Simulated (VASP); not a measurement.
# SnO2 (P1) in VASP: single point with r2SCAN

Aim: the single point of SnO2 with r2SCAN.

Everything below comes from runs of VASP 6.6.1. Logs are shortened: lines on timing, memory, paths and dates and some standing lists are left out, and cuts for length are marked.

## Step 1: The cell of the first run

The typed cell holds 6 atoms: a = 4.818 Å, b = 4.833 Å, c = 3.561 Å, α = 91.14°, β = 88.88°, γ = 89.81°.

## Step 2: Single point, r2SCAN (atoms moved at random and the cell strained at random)

File POSCAR:

```
SnO2
1.0
    4.8173805482      0.0080356670      0.0490761632
    0.0081675438      4.8329905378     -0.0505454909
    0.0332186103     -0.0336607460      3.5605882469
Sn O
2 4
Direct
    0.5556406827      0.4823086582      0.5781134869
    0.0384873829      0.0265157360      0.0766620790
    0.3177924012      0.2146882513      0.0040708201
    0.7156511613      0.2484850937      0.4504305638
    0.2002382425      0.8669922930      0.3643143317
    0.6721901294      0.6610099679      0.0264087185
```

File INCAR.step1:

```
PREC = Accurate ; ENCUT = 520
ISMEAR = 0 ; SIGMA = 0.05
LREAL = F ; LASPH = T
NELM = 80 ; NBANDS = 35
GGA = PE ; ALGO = Normal
EDIFF = 1E-4 ; LWAVE = T
LCHARG = F
```

File INCAR.step2:

```
PREC = Accurate ; ENCUT = 520
EDIFF = 1E-6 ; ISMEAR = 0
SIGMA = 0.05 ; LREAL = F
LASPH = T ; NELM = 80
ALGO = Normal ; ISIF = 2
LWAVE = F ; LCHARG = F
METAGGA = R2SCAN ; LMIXTAU = T
NBANDS = 35 ; ISTART = 1
```

File KPOINTS:

```
Automatic mesh
0
Gamma
  6 6 8
```

Potentials or basis: VASP PAW PBE potentials, release 64 (Sn_d, O).

On the command line:

```sh
$ cat potpaw_PBE.64/Sn_d/POTCAR potpaw_PBE.64/O/POTCAR > POTCAR
$ cp INCAR.step1 INCAR
$ mpirun -np 1 vasp_std > vasp.out
$ cp INCAR.step2 INCAR
$ mpirun -np 1 vasp_std > vasp.out
```

OUTCAR:

```text
PREC = Accurate
   ENCUT = 520
   EDIFF = 1E-6
   ISMEAR = 0
   LREAL = F
   LASPH = T
   NELM = 80
   ISIF = 2
   METAGGA = R2SCAN
   ISTART = 1

 ion  position               nearest neighbor table
   1  0.556  0.482  0.578-   4 1.43   6 1.90   6 2.22   3 2.30   5 2.66   3 2.68   2 3.62   2 3.70

   2  0.038  0.027  0.077-   5 1.52   3 1.65   4 2.28   6 2.51   5 2.73   1 3.62   1 3.70
   3  0.318  0.215  0.004-   2 1.65   1 2.30   1 2.68
   4  0.716  0.248  0.450-   1 1.43   2 2.28
   5  0.200  0.867  0.364-   2 1.52   1 2.66   2 2.73
   6  0.672  0.661  0.026-   1 1.90   1 2.22   2 2.51

 -----------------------------------------------------------------------------
|                                                                             |
|           W    W    AA    RRRRR   N    N  II  N    N   GGGG   !!!           |
|           W    W   A  A   R    R  NN   N  II  NN   N  G    G  !!!           |
|           W    W  A    A  R    R  N N  N  II  N N  N  G       !!!           |
|           W WW W  AAAAAA  RRRRR   N  N N  II  N  N N  G  GGG   !            |
|           WW  WW  A    A  R   R   N   NN  II  N   NN  G    G                |
|           W    W  A    A  R    R  N    N  II  N    N   GGGG   !!!           |
|                                                                             |
|     The distance between some ions is very small. Please check the          |
|     nearest-neighbor list in the OUTCAR file.                               |
|     I HOPE YOU KNOW WHAT YOU ARE DOING!                                     |
|                                                                             |
 -----------------------------------------------------------------------------

  LATTYP: Found a triclinic cell.
 ALAT       =     6.0601327664
 B/A-ratio  =     0.5875947668
 C/A-ratio  =     1.1279140936
 COS(alpha) =     0.0003240043
 COS(beta)  =     0.5659675679
 COS(gamma) =     0.6034608335

  Lattice vectors:

 A1 = (   0.0250510665,  -4.8666512838,   3.6111337378)
 A2 = (   0.0332186103,  -0.0336607460,   3.5605882469)
 A3 = (  -4.8255480920,  -4.8410262048,   0.0014693277)

Analysis of symmetry for initial positions (statically):
=====================================================================
 Subroutine PRICEL returns:
 Original cell was already a primitive cell.

 Routine SETGRP: Setting up the symmetry group for a
 triclinic supercell.

 Subroutine GETGRP returns: Found  1 space group operations
 (whereof  1 operations were pure point group operations)
 out of a pool of  2 trial point group operations.

The static configuration has the point symmetry C_1 .

Analysis of symmetry for dynamics (positions and initial velocities):
=====================================================================
 Subroutine PRICEL returns:
 Original cell was already a primitive cell.

 Routine SETGRP: Setting up the symmetry group for a
 triclinic supercell.

 Subroutine GETGRP returns: Found  1 space group operations
 (whereof  1 operations were pure point group operations)
 out of a pool of  2 trial point group operations.

The dynamic configuration has the point symmetry C_1 .

 Subroutine INISYM returns: Found  1 space group operations
 (whereof  1 operations are pure point group operations),
 and found     1 'primitive' translations

----------------------------------------------------------------------------------------

                                     Primitive cell

  volume of cell :      82.8825

  direct lattice vectors                    reciprocal lattice vectors
     4.817380548  0.008035667  0.049076163     0.207602077 -0.000371131 -0.001940338
     0.008167544  4.832990538 -0.050545491    -0.000365139  0.206932339  0.001959684
     0.033218610 -0.033660746  3.560588247    -0.002866596  0.002942691  0.280907032

  length of vectors
     4.817637220  4.833261745  3.560902299     0.207611476  0.206941940  0.280937070

  position of ions in fractional coordinates (direct lattice)
     0.555640683  0.482308658  0.578113487
     0.038487383  0.026515736  0.076662079
     0.317792401  0.214688251  0.004070820
     0.715651161  0.248485094  0.450430564
     0.200238242  0.866992293  0.364314332
     0.672190129  0.661009968  0.026408719

  ion indices of the primitive-cell ions
   primitive index   ion index
                 1           1
                 2           2
                 3           3
                 4           4
                 5           5
                 6           6

----------------------------------------------------------------------------------------

 KPOINTS: Automatic mesh

Automatic generation of k-mesh.
 Grid dimensions read from file:
 generate k-points for:    6    6    8

 Generating k-lattice:

  Cartesian coordinates                     Fractional coordinates (reciprocal lattice)
     0.034600346 -0.000061855 -0.000323390     0.166666667 -0.000000000 -0.000000000
    -0.000060856  0.034488723  0.000326614    -0.000000000  0.166666667  0.000000000
    -0.000358325  0.000367836  0.035113379    -0.000000000  0.000000000  0.125000000

  Length of vectors
     0.034601913  0.034490323  0.035117134

  Shift w.r.t. Gamma in fractional coordinates (k-lattice)
     0.000000000  0.000000000  0.000000000

 Subroutine IBZKPT returns following result:
 ===========================================

 Found    148 irreducible k-points:

 Following reciprocal coordinates:
            Coordinates               Weight
  0.000000  0.000000  0.000000      1.000000
  0.166667  0.000000 -0.000000      2.000000
  0.333333  0.000000  0.000000      2.000000
  0.500000  0.000000 -0.000000      1.000000
  0.000000  0.166667 -0.000000      2.000000
  0.166667  0.166667 -0.000000      2.000000
[... 16 lines left out ...]
  0.333333 -0.000000  0.125000      2.000000
  0.500000  0.000000  0.125000      2.000000
 [... further k-points ...]
   k-points           NKPTS =    148   k-points in BZ     NKDIM =    148   number of bands    NBANDS=     35
   number of dos      NEDOS =    301   number of ions     NIONS =      6
   total plane-waves  NPLWV =  36288
   dimension x,y,z NGX =    36 NGY =   36 NGZ =   28
   dimension x,y,z NGXF=    72 NGYF=   72 NGZF=   56
   ions per type =               2   4
   NGX,Y,Z   is equivalent  to a cutoff of  12.42, 12.38, 13.07 a.u.
   NGXF,Y,Z  is equivalent  to a cutoff of  24.85, 24.77, 26.14 a.u.
 SYSTEM =  unknown system
   PREC   = accura    normal or accurate (medium, high low for compatibility)
   ISTART =      1    job   : 0-new  1-cont  2-samecut
   ICHARG =      0    charge: 1-file 2-atom 10-const
   ISPIN  =      1    spin polarized calculation?
   LNONCOLLINEAR =      F non collinear calculations
   LSORBIT =      F    spin-orbit coupling
   LASPH  =      T    aspherical Exc in radial PAW
   ENCUT  =  520.0 eV  38.22 Ry    6.18 a.u.   8.96  8.99  6.62*2*pi/ulx,y,z
   NELM   =     80;   NELMIN=  2; NELMDL=  0     # of ELM steps
   EDIFF  = 0.1E-05   stopping-criterion for ELM
   LREAL  =      F    real-space projection
   EDIFFG = 0.1E-04   stopping-criterion for IOM
   NSW    =      0    number of steps for IOM
   IBRION =     -1    ionic relax: 0-MD 1-quasi-New 2-CG
   NFREE  =      0    steps in history (QN), initial steepest desc. (CG)
   ISIF   =      2    stress and relaxation
   ISYM   =      2    0-nonsym 1-usesym 2-fastsym
   POTIM  = 0.5000    time-step for ionic-motion
   TEBEG  =    0.0;   TEEND  =   0.0 temperature during run
   PSTRESS=    0.0 pullay stress
   NELECT =      52.0000    total number of electrons
   NUPDOWN=      -1.0000    fix difference up-down
   EMIN   =  10.00;   EMAX   =-10.00  energy-range for DOS
   EFERMI =   0.00;   METHOD = LEGACY
   ISMEAR =     0;   SIGMA  =   0.05  broadening in eV -4-tet -1-fermi 0-gaus
   EFERMI_NEDOS =   21; number of points for ismear=-14 and -15
   IALGO  =     38    algorithm
   IMIX   =      4    mixing-type and parameters
     AMIX     =   0.40;   BMIX     =  1.00
     AMIX_MAG =   1.60;   BMIX_MAG =  1.00
  volume/ion in A,a.u.               =      13.81        93.22
  Fermi-wavevector in a.u.,A,eV,Ry     =   1.401484  2.648421 26.723998  1.964158
  Thomas-Fermi vector in A             =   2.524341
   LORBIT       =      0    0 simple, 1 ext, 2 COOP (PROOUT), +10 PAW based schemes
   METAGGA = R2SCAN    functional components
   LHFCALC =     F    Hartree Fock is set to
   AEXX    =    0.0000 exact exchange contribution
   IVDW    =     0    specifies the selected vdW correction
   LEPSILON=     F    determine dielectric tensor
   LRPA    =     F    only Hartree local field effects (RPA)
 non-spin polarized calculation
 Gauss-broadening in eV      SIGMA  =   0.05
  energy-cutoff  :      520.00
  volume of cell :       82.88
 maximum number of plane-waves:      2266
   NGX = 17   NGY = 17   NGZ = 13

 number of electron      52.0000016 magnetization

 Free energy of the ion-electron system (eV)
  ---------------------------------------------------
  ext. energy  EPLUGINS =         0.00000000
  ---------------------------------------------------
  free energy    TOTEN  =       -66.21156039 eV

  energy without entropy =      -66.21156039  energy(sigma->0) =      -66.21156039

 E-fermi :   4.3466     XC(G=0): -10.9979

 val. band max:        4.0952949276   @ k =  -0.0000   0.3333   0.3750
 cond. band min:       4.8261422337   @ k =   0.0000   0.0000   0.0000
 fundamental gap:      0.7308473061
 Fermi energy:         4.3465787599

 k-point     1 :       0.0000    0.0000    0.0000
  band No.  band energies     occupation
      1     -21.1128      2.00000
      2     -19.6508      2.00000
      3     -18.0315      2.00000
      4     -17.2881      2.00000
      5     -16.8623      2.00000
      6     -16.6431      2.00000
[... 27 lines left out ...]
     34      17.1385      0.00000
     35      17.3908      0.00000

 k-point     2 :       0.1667    0.0000   -0.0000
  band No.  band energies     occupation
      1     -21.1126      2.00000
      2     -19.6512      2.00000
      3     -18.0270      2.00000
      4     -17.2904      2.00000
      5     -16.8623      2.00000
      6     -16.6429      2.00000
[... 27 lines left out ...]
     34      16.8018      0.00000
     35      17.4536      0.00000

 k-point     3 :       0.3333    0.0000    0.0000
  band No.  band energies     occupation
      1     -21.1123      2.00000
      2     -19.6521      2.00000
      3     -18.0179      2.00000
      4     -17.2949      2.00000
      5     -16.8622      2.00000
      6     -16.6423      2.00000
[... 27 lines left out ...]
     34      16.4580      0.00000
     35      17.6645      0.00000

 k-point     4 :       0.5000    0.0000   -0.0000
  band No.  band energies     occupation
      1     -21.1121      2.00000
      2     -19.6525      2.00000
      3     -18.0133      2.00000
      4     -17.2972      2.00000
      5     -16.8622      2.00000
      6     -16.6420      2.00000
[... 27 lines left out ...]
     34      16.3982      0.00000
     35      18.0086      0.00000

 k-point     5 :       0.0000    0.1667   -0.0000
  band No.  band energies     occupation
      1     -21.1122      2.00000
      2     -19.6518      2.00000
      3     -18.0267      2.00000
      4     -17.2899      2.00000
      5     -16.8615      2.00000
      6     -16.6422      2.00000
[... 638 lines left out ...]
 k-point    22 :       0.1667    0.0000    0.1250
  band No.  band energies     occupation
      1     -21.1125      2.00000
      2     -19.6546      2.00000
      3     -18.0232      2.00000
      4     -17.2904      2.00000
      5     -16.8612      2.00000
      6     -16.6604      2.00000
[... 27 lines left out ...]
     34      16.5751      0.00000
     35      17.5733      0.00000

 k-point    23 :       0.3333   -0.0000    0.1250
  band No.  band energies     occupation
      1     -21.1123      2.00000
      2     -19.6555      2.00000
      3     -18.0155      2.00000
      4     -17.2926      2.00000
      5     -16.8613      2.00000
      6     -16.6594      2.00000
[... 27 lines left out ...]
     34      16.1464      0.00000
     35      17.5151      0.00000

 k-point    24 :       0.5000    0.0000    0.1250
  band No.  band energies     occupation
      1     -21.1124      2.00000
      2     -19.6556      2.00000
      3     -18.0146      2.00000
      4     -17.2908      2.00000
      5     -16.8615      2.00000
      6     -16.6602      2.00000
[... 27 lines left out ...]
     34      16.3362      0.00000
     35      17.6149      0.00000

 [... further k-points ...]

------------------------ aborting loop because EDIFF is reached ----------------------------------------

  FORCE on cell =-STRESS in cart. coord.  units (eV):
  Direction    XX          YY          ZZ          XY          YZ          ZX
  --------------------------------------------------------------------------------------
  -------------------------------------------------------------------------------------
  Total       35.9614846     51.0294231     21.7710500    -22.0185658     -2.5327436      3.3875264
  in kB      695.1605713    986.4343285    420.8495767   -425.6342283    -48.9597000     65.4832463
  external PRESSURE =     700.8148255 kB  Pullay stress =       0.0000000 kB

 VOLUME and BASIS-vectors are now :
 -----------------------------------------------------------------------------
  energy-cutoff  :      520.00
  volume of cell :       82.88
      direct lattice vectors                 reciprocal lattice vectors
     4.817380548  0.008035667  0.049076163     0.207602077 -0.000371131 -0.001940338
     0.008167544  4.832990538 -0.050545491    -0.000365139  0.206932339  0.001959684
     0.033218610 -0.033660746  3.560588247    -0.002866596  0.002942691  0.280907032

 POSITION                                       TOTAL-FORCE (eV/Angst)
 -----------------------------------------------------------------------------------
      2.69988      2.31600      2.06131       -22.308026     29.068361      9.502709
      0.18817      0.12588      0.27351       -24.280505      4.678523    -14.908310
      1.53282      1.04000      0.01924        10.235850     11.065177     -4.671873
      3.46456      1.19152      1.62636        22.953004    -31.479825    -11.550872
      0.98381      4.17951      1.26318        11.727674    -16.013863     20.308058
      3.24447      3.19917      0.09361         1.672002      2.681626      1.320288
 -----------------------------------------------------------------------------------
    total drift:                                0.001987      0.001728     -0.001524

  FREE ENERGIE OF THE ION-ELECTRON SYSTEM (eV)
  ---------------------------------------------------
  free  energy   TOTEN  =       -66.2115603883 eV

  energy  without entropy=      -66.2115603883  energy(sigma->0) =      -66.21156039
```

Wall time 24 min (1 thread of Intel Xeon Platinum 8375C at 2.90GHz (Ice Lake), shared host); peak memory 0.43 GiB.

What came out:

```
Free energy            : -66.2116 eV
Pressure               : 70.1 GPa
Largest force          : 40.635 eV/Å
Band gap on the k mesh : 0.73 eV (least direct gap 0.85 eV)
```

Forces on the atoms (eV/Å):
```
Sn  -22.308  29.068   9.503
Sn  -24.281   4.679 -14.908
O    10.236  11.065  -4.672
O    22.953 -31.480 -11.551
O    11.728 -16.014  20.308
O     1.672   2.682   1.320
```

Stress tensor (GPa, compression positive):
```
 69.52 -42.56   6.55
-42.56  98.64  -4.90
  6.55  -4.90  42.08
```

Caveat: the cell differs from its parent crystal (atoms moved at random and the cell strained at random); atoms lie so close that the PAW spheres overlap strongly, which falsifies energies and pressures; the stress differs along the axes, from 42 to 99 GPa; semilocal functionals underestimate gaps, and a narrow one can read as zero; the PAW data sets were made with another functional, which shifts forces and pressure a little; spin-orbit coupling is left out, which moves the levels of the heavy elements.
